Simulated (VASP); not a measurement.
Here is a VASP 6.6.1 calculation.

File INCAR:

```
  ALGO = Fast
  EDIFF = 1E-6
  ENCUT = 520
  GGA = PE
  ISIF = 2
  ISMEAR = 0
  LASPH = True
  LCHARG = False
  LREAL = False
  LWAVE = False
  NBANDS = 36
  NELM = 80
  PREC = Accurate
  SIGMA = 0.15
```

File KPOINTS:

```
k-points
0
Gamma
  18 18 6
```

The input POSCAR:

```
Mo
1.0
   -1.5710000000      1.5710000000     -1.5710000000
   -1.5710000000     -1.5710000000      1.5710000000
    0.0000000000      7.6982135624      7.6982135624
Mo
4
Direct
    0.0000000000      0.0000000000      0.7142566201
    0.5000000000      0.5000000000      0.1020366600
    0.0000000000      0.0000000000      0.3061099801
    0.5000000000      0.5000000000      0.5101833001
```

Potentials or basis: VASP PAW PBE potentials, release 64 (Mo_sv).

Run with:

```console
$ cat potpaw_PBE.64/Mo_sv/POTCAR > POTCAR
$ mpirun -np 1 vasp_std > vasp.out
```

(1) What does it give for the largest force?

(2) What does it give for the pressure?

## Answers

(1) 0.538 eV/Å.

(2) -5.4 GPa.
